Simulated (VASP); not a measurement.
# Si (a cell with a defect) in VASP: single point with PBE

Aim: the single point of Si (a cell with a defect) with PBE.

Everything below comes from runs of VASP 6.6.1. Logs are shortened: lines on timing, memory, paths and dates and some standing lists are left out, and cuts for length are marked.

## (1) The cell of the first run

The cell holds a defect, 31 atoms: a = 9.474 Å, b = 9.474 Å, c = 9.474 Å, α = 109.47°, β = 109.47°, γ = 109.47°.

## (2) Single point, PBE

File INCAR:

```
SYSTEM = Si
PREC = Accurate ; ENCUT = 520
EDIFF = 1E-7 ; ISMEAR = 0
SIGMA = 0.02 ; LREAL = Auto
LASPH = .TRUE. ; NELM = 100
ALGO = Normal ; ISIF = 2
LWAVE = .FALSE. ; LCHARG = .FALSE.
GGA = PE ; NELECT = 126.0
NBANDS = 83
```

File KPOINTS:

```
Automatic mesh
0
Gamma
  2 2 2
  0.5 0.5 0.5
```

File POSCAR:

```
Si
1.0
    5.4700937548      5.4700937548      5.4700937548
    5.4700937548     -5.4700937548     -5.4700937548
   -5.4700937548      5.4700937548     -5.4700937548
Si
31
Direct
    0.7214742650      0.7500000000      0.2500000000
   -0.0002178416      0.7500000000      0.0018292108
    0.7481707892      0.4979529476      0.4981707892
    0.2518292108      0.7500000000      0.7497821584
   -0.0002178416      0.5018292108      0.2500000000
    0.5000000000      0.7500000000      0.4714742650
    0.2785257350      0.5285257350      0.0285257350
    0.7520470524      0.2502178416      0.7502178416
    0.0002178416      0.2502178416      0.5020470524
    0.5000000000      0.5018292108      0.7497821584
    0.7481707892     -0.0018292108     -0.0020470524
    0.2518292108      0.2497821584      0.2500000000
    0.5000000000      0.2497821584      0.0018292108
    0.0002178416      0.0020470524      0.7502178416
    0.2479529476     -0.0018292108      0.4981707892
    0.5000000000     -0.0285257350      0.2500000000
    0.7491290489      0.7500000000      0.0071111109
    0.5000000000      0.5071111109      0.4991290489
    0.0000000000      0.7500000000      0.7500000000
    0.7491290489      0.5071111109      0.2500000000
    0.2571111109      0.7500000000      0.4991290489
    0.0079820621      0.5008709511      0.0008709511
    0.5000000000      0.2500000000      0.7500000000
    0.7428888891      0.2420179379      0.4928888891
    0.2508709511      0.5008709511      0.7579820621
    0.5000000000     -0.0008709511      0.0071111109
    0.0000000000      0.2500000000      0.2500000000
    0.2508709511      0.2579820621      0.0008709511
    0.7428888891     -0.0071111109      0.7420179379
   -0.0079820621     -0.0071111109      0.4928888891
    0.2571111109     -0.0008709511      0.2500000000
```

Potentials or basis: VASP PAW PBE potentials, release 64 (Si).

Command:

```bash
cat potpaw_PBE.64/Si/POTCAR > POTCAR
mpirun -np 1 vasp_std > vasp.out
```

OUTCAR:

```text
SYSTEM = Si
   PREC = Accurate
   ENCUT = 520
   EDIFF = 1E-7
   ISMEAR = 0
   LREAL = Auto
   LASPH = .TRUE.
   NELM = 100
   ISIF = 2
   GGA = PE
   NELECT = 126.0

 ion  position               nearest neighbor table
   1  0.721  0.750  0.250-  30 2.40  20 2.40  17 2.40
   2  1.000  0.750  0.002-  31 2.38  22 2.38  19 2.39  17 2.39
   3  0.748  0.498  0.498-  18 2.38  20 2.38  19 2.39  24 2.39
   4  0.252  0.750  0.750-  26 2.38  25 2.38  19 2.39  21 2.39
   5  1.000  0.502  0.250-  21 2.38  22 2.38  27 2.39  20 2.39
   6  0.500  0.750  0.471-  29 2.40  21 2.40  18 2.40
   7  0.279  0.529  0.029-  25 2.40  22 2.40  28 2.40
   8  0.752  0.250  0.750-  29 2.38  24 2.38  23 2.39  22 2.39
   9  0.000  0.250  0.502-  30 2.38  24 2.38  27 2.39  25 2.39
  10  0.500  0.502  0.750-  17 2.38  25 2.38  23 2.39  18 2.39
  11  0.748  0.998  0.998-  17 2.38  26 2.38  27 2.39  29 2.39
  12  0.252  0.250  0.250-  18 2.38  28 2.38  27 2.39  31 2.39
  13  0.500  0.250  0.002-  20 2.38  28 2.38  23 2.39  26 2.39
  14  0.000  0.002  0.750-  29 2.38  30 2.38  19 2.39  28 2.39
  15  0.248  0.998  0.498-  21 2.38  31 2.38  23 2.39  30 2.39
  16  0.500  0.971  0.250-  24 2.40  26 2.40  31 2.40
  17  0.749  0.750  0.007-  10 2.38  11 2.38   2 2.39   1 2.40
  18  0.500  0.507  0.499-  12 2.38   3 2.38  10 2.39   6 2.40
  19  0.000  0.750  0.750-   2 2.39   4 2.39   3 2.39  14 2.39
  20  0.749  0.507  0.250-  13 2.38   3 2.38   5 2.39   1 2.40
  21  0.257  0.750  0.499-   5 2.38  15 2.38   4 2.39   6 2.40
  22  0.008  0.501  0.001-   2 2.38   5 2.38   8 2.39   7 2.40
  23  0.500  0.250  0.750-  10 2.39  13 2.39  15 2.39   8 2.39
  24  0.743  0.242  0.493-   8 2.38   9 2.38   3 2.39  16 2.40
  25  0.251  0.501  0.758-   4 2.38  10 2.38   9 2.39   7 2.40
  26  0.500  0.999  0.007-   4 2.38  11 2.38  13 2.39  16 2.40
  27  0.000  0.250  0.250-   5 2.39  12 2.39  11 2.39   9 2.39
  28  0.251  0.258  0.001-  12 2.38  13 2.38  14 2.39   7 2.40
  29  0.743  0.993  0.742-   8 2.38  14 2.38  11 2.39   6 2.40
  30  0.992  0.993  0.493-   9 2.38  14 2.38  15 2.39   1 2.40
  31  0.257  0.999  0.250-   2 2.38  15 2.38  12 2.39  16 2.40

  LATTYP: Found a body centered cubic cell.
 ALAT       =    10.9401875096

  Lattice vectors:

 A1 = (   5.4700937548,   5.4700937548,   5.4700937548)
 A2 = (   5.4700937548,  -5.4700937548,  -5.4700937548)
 A3 = (  -5.4700937548,   5.4700937548,  -5.4700937548)

Analysis of symmetry for initial positions (statically):
=====================================================================
 Subroutine PRICEL returns:
 Original cell was already a primitive cell.

 Routine SETGRP: Setting up the symmetry group for a
 body centered cubic supercell.

 Subroutine GETGRP returns: Found 24 space group operations
 (whereof  4 operations were pure point group operations)
 out of a pool of 48 trial point group operations.

The static configuration has the point symmetry S_4 .
 The point group associated with its full space group is T_d .

Analysis of symmetry for dynamics (positions and initial velocities):
=====================================================================
 Subroutine PRICEL returns:
 Original cell was already a primitive cell.

 Routine SETGRP: Setting up the symmetry group for a
 body centered cubic supercell.

 Subroutine GETGRP returns: Found 24 space group operations
 (whereof  4 operations were pure point group operations)
 out of a pool of 48 trial point group operations.

The dynamic configuration has the point symmetry S_4 .
 The point group associated with its full space group is T_d .

 Subroutine INISYM returns: Found 24 space group operations
 (whereof  4 operations are pure point group operations),
 and found     1 'primitive' translations

----------------------------------------------------------------------------------------

                                     Primitive cell

  volume of cell :     654.7030

  direct lattice vectors                    reciprocal lattice vectors
     5.470093755  5.470093755  5.470093755     0.091406112  0.091406112  0.000000000
     5.470093755 -5.470093755 -5.470093755     0.091406112  0.000000000 -0.091406112
    -5.470093755  5.470093755 -5.470093755     0.000000000  0.091406112 -0.091406112

  length of vectors
     9.474480305  9.474480305  9.474480305     0.129267763  0.129267763  0.129267763

  position of ions in fractional coordinates (direct lattice)
     0.721474265  0.750000000  0.250000000
     0.999782158  0.750000000  0.001829211
     0.748170789  0.497952948  0.498170789
     0.251829211  0.750000000  0.749782158
     0.999782158  0.501829211  0.250000000
     0.500000000  0.750000000  0.471474265
[... 23 lines left out ...]
     0.992017938  0.992888889  0.492888889
     0.257111111  0.999129049  0.250000000

  ion indices of the primitive-cell ions
   primitive index   ion index
                 1           1
                 2           2
                 3           3
                 4           4
                 5           5
                 6           6
[... 23 lines left out ...]
                30          30
                31          31

----------------------------------------------------------------------------------------

 KPOINTS: Automatic mesh

Automatic generation of k-mesh.
 Grid dimensions read from file:
 generate k-points for:    2    2    2

 Generating k-lattice:

  Cartesian coordinates                     Fractional coordinates (reciprocal lattice)
     0.045703056  0.045703056  0.000000000     0.500000000  0.000000000  0.000000000
     0.045703056  0.000000000 -0.045703056     0.000000000  0.500000000  0.000000000
     0.000000000  0.045703056 -0.045703056     0.000000000  0.000000000  0.500000000

  Length of vectors
     0.064633881  0.064633881  0.064633881

  Shift w.r.t. Gamma in fractional coordinates (k-lattice)
     0.500000000  0.500000000  0.500000000

 Subroutine IBZKPT returns following result:
 ===========================================

 Found      2 irreducible k-points:

 Following reciprocal coordinates:
            Coordinates               Weight
  0.250000  0.250000  0.250000      2.000000
 -0.250000  0.250000  0.250000      6.000000
   k-points           NKPTS =      2   k-points in BZ     NKDIM =      2   number of bands    NBANDS=     83
   number of dos      NEDOS =    301   number of ions     NIONS =     31
   total plane-waves  NPLWV = 343000
   dimension x,y,z NGX =    70 NGY =   70 NGZ =   70
   dimension x,y,z NGXF=   140 NGYF=  140 NGZF=  140
   ions per type =              31
   NGX,Y,Z   is equivalent  to a cutoff of  12.28, 12.28, 12.28 a.u.
   NGXF,Y,Z  is equivalent  to a cutoff of  24.57, 24.57, 24.57 a.u.
 SYSTEM =  Si
   PREC   = accura    normal or accurate (medium, high low for compatibility)
   ISTART =      0    job   : 0-new  1-cont  2-samecut
   ICHARG =      2    charge: 1-file 2-atom 10-const
   ISPIN  =      1    spin polarized calculation?
   LNONCOLLINEAR =      F non collinear calculations
   LSORBIT =      F    spin-orbit coupling
   LASPH  =      T    aspherical Exc in radial PAW
   ENCUT  =  520.0 eV  38.22 Ry    6.18 a.u.  17.62 17.62 17.62*2*pi/ulx,y,z
   NELM   =    100;   NELMIN=  2; NELMDL= -5     # of ELM steps
   EDIFF  = 0.1E-06   stopping-criterion for ELM
   LREAL  =      T    real-space projection
   EDIFFG = 0.1E-05   stopping-criterion for IOM
   NSW    =      0    number of steps for IOM
   IBRION =     -1    ionic relax: 0-MD 1-quasi-New 2-CG
   NFREE  =      0    steps in history (QN), initial steepest desc. (CG)
   ISIF   =      2    stress and relaxation
   ISYM   =      2    0-nonsym 1-usesym 2-fastsym
   POTIM  = 0.5000    time-step for ionic-motion
   TEBEG  =    0.0;   TEEND  =   0.0 temperature during run
   PSTRESS=    0.0 pullay stress
   NELECT =     126.0000    total number of electrons
   NUPDOWN=      -1.0000    fix difference up-down
   EMIN   =  10.00;   EMAX   =-10.00  energy-range for DOS
   EFERMI =   0.00;   METHOD = LEGACY
   ISMEAR =     0;   SIGMA  =   0.02  broadening in eV -4-tet -1-fermi 0-gaus
   EFERMI_NEDOS =   21; number of points for ismear=-14 and -15
   IALGO  =     38    algorithm
   IMIX   =      4    mixing-type and parameters
     AMIX     =   0.40;   BMIX     =  1.00
     AMIX_MAG =   1.60;   BMIX_MAG =  1.00
  volume/ion in A,a.u.               =      21.12       142.52
  Fermi-wavevector in a.u.,A,eV,Ry     =   0.945185  1.786141 12.155106  0.893375
  Thomas-Fermi vector in A             =   2.073062
   LORBIT       =      0    0 simple, 1 ext, 2 COOP (PROOUT), +10 PAW based schemes
   GGA     = PE    functional components
   LHFCALC =     F    Hartree Fock is set to
   AEXX    =    0.0000 exact exchange contribution
   IVDW    =     0    specifies the selected vdW correction
   LEPSILON=     F    determine dielectric tensor
   LRPA    =     F    only Hartree local field effects (RPA)
 non-spin polarized calculation
 Gauss-broadening in eV      SIGMA  =   0.02
  energy-cutoff  :      520.00
  volume of cell :      654.70
 maximum number of plane-waves:     17628
 NGX is ok and might be reduce to    70
   NGX = 35   NGY = 35   NGZ = 35

 number of electron     126.0000007 magnetization

 Free energy of the ion-electron system (eV)
  ---------------------------------------------------
  ext. energy  EPLUGINS =         0.00000000
  ---------------------------------------------------
  free energy    TOTEN  =      -153.06879711 eV

  energy without entropy =     -153.05819683  energy(sigma->0) =     -153.06349697

 E-fermi :   5.5843     XC(G=0):  -9.2988

 val. band max:        5.5706089783   @ k =  -0.2500   0.2500   0.2500
 cond. band min:       5.7600336711   @ k =   0.2500   0.2500   0.2500
 fundamental gap:      0.1894246928
 Fermi energy:         5.5842903789

 k-point     1 :       0.2500    0.2500    0.2500
  band No.  band energies     occupation
      1      -5.6520      2.00000
      2      -5.6520      2.00000
      3      -5.6520      2.00000
      4      -5.3835      2.00000
      5      -3.8361      2.00000
      6      -3.8361      2.00000
[... 67 lines left out ...]
     74       7.0473      0.00000
     75       7.0473      0.00000

 k-point     2 :      -0.2500    0.2500    0.2500
  band No.  band energies     occupation
      1      -6.1096      2.00000
      2      -5.1621      2.00000
      3      -5.1016      2.00000
      4      -5.1016      2.00000
      5      -4.9516      2.00000
      6      -4.2903      2.00000
[... 67 lines left out ...]
     74       7.7386      0.00000
     75       7.7795      0.00000
 [bands above 75 left out]

------------------------ aborting loop because EDIFF is reached ----------------------------------------

  FORCE on cell =-STRESS in cart. coord.  units (eV):
  Direction    XX          YY          ZZ          XY          YZ          ZX
  --------------------------------------------------------------------------------------
  -------------------------------------------------------------------------------------
  Total        9.9291033      9.9291033      9.9291033     -0.0000000      0.0000000      0.0000000
  in kB       24.2983235     24.2983235     24.2983235     -0.0000000      0.0000000      0.0000000
  external PRESSURE =      24.2983235 kB  Pullay stress =       0.0000000 kB

 VOLUME and BASIS-vectors are now :
 -----------------------------------------------------------------------------
  energy-cutoff  :      520.00
  volume of cell :      654.70
      direct lattice vectors                 reciprocal lattice vectors
     5.470093755  5.470093755  5.470093755     0.091406112  0.091406112  0.000000000
     5.470093755 -5.470093755 -5.470093755     0.091406112  0.000000000 -0.091406112
    -5.470093755  5.470093755 -5.470093755     0.000000000  0.091406112 -0.091406112

 POSITION                                       TOTAL-FORCE (eV/Angst)
 -----------------------------------------------------------------------------------
      6.68158      1.21148     -1.52356         0.004107      0.004107      0.004107
      9.56147      1.37634      1.35633         0.002847     -0.001474      0.002847
      4.09137      4.09376     -1.35633         0.002847      0.001474     -0.002847
      1.37872      1.37634     -6.82642        -0.002847     -0.001474     -0.002847
      6.84643      4.09137      1.35633        -0.001474      0.002847      0.002847
      4.25861      1.21148     -3.94653        -0.004107      0.004107     -0.004107
[... 23 lines left out ...]
      8.16148      2.69138     -2.70091         0.002123      0.002123     -0.003086
      5.50423     -2.69138     -5.42643        -0.003086     -0.002123     -0.002123
 -----------------------------------------------------------------------------------
    total drift:                                0.000000      0.000000     -0.000000

  FREE ENERGIE OF THE ION-ELECTRON SYSTEM (eV)
  ---------------------------------------------------
  free  energy   TOTEN  =      -153.0687971123 eV

  energy  without entropy=     -153.0581968346  energy(sigma->0) =     -153.06349697
```

Wall time 2.8 min (1 thread of AMD EPYC 7R13 (Zen 3), shared host); peak memory 0.62 GiB.

Results:

- Free energy: -153.0688 eV
- Largest force: 0.007 eV/Å

Forces on the atoms (eV/Å):
```
Si   0.004  0.004  0.004
Si   0.003 -0.001  0.003
Si   0.003  0.001 -0.003
Si  -0.003 -0.001 -0.003
Si  -0.001  0.003  0.003
Si  -0.004  0.004 -0.004
Si  -0.004 -0.004  0.004
Si  -0.003 -0.003 -0.001
Si   0.001 -0.003  0.003
Si  -0.003  0.003  0.001
Si   0.001  0.003 -0.003
Si  -0.001 -0.003 -0.003
Si   0.003 -0.003  0.001
Si  -0.003  0.001  0.003
Si   0.003  0.003 -0.001
Si   0.004 -0.004 -0.004
Si   0.002 -0.003  0.002
Si  -0.002  0.002  0.003
Si   0.000  0.000  0.000
Si  -0.003  0.002  0.002
Si  -0.002 -0.003 -0.002
Si  -0.002 -0.002 -0.003
Si   0.000  0.000  0.000
Si   0.002  0.003 -0.002
Si   0.003 -0.002  0.002
Si   0.002 -0.002  0.003
Si   0.000  0.000  0.000
Si  -0.002  0.003  0.002
Si   0.003  0.002 -0.002
Si   0.002  0.002 -0.003
Si  -0.003 -0.002 -0.002
```

Caveat: the k points lie up to 0.41 Å⁻¹ apart; the cell carries a net charge on a neutralising background, which shifts energy and pressure; the cell is charged against a uniform background, so pressure and absolute levels hang on convention.
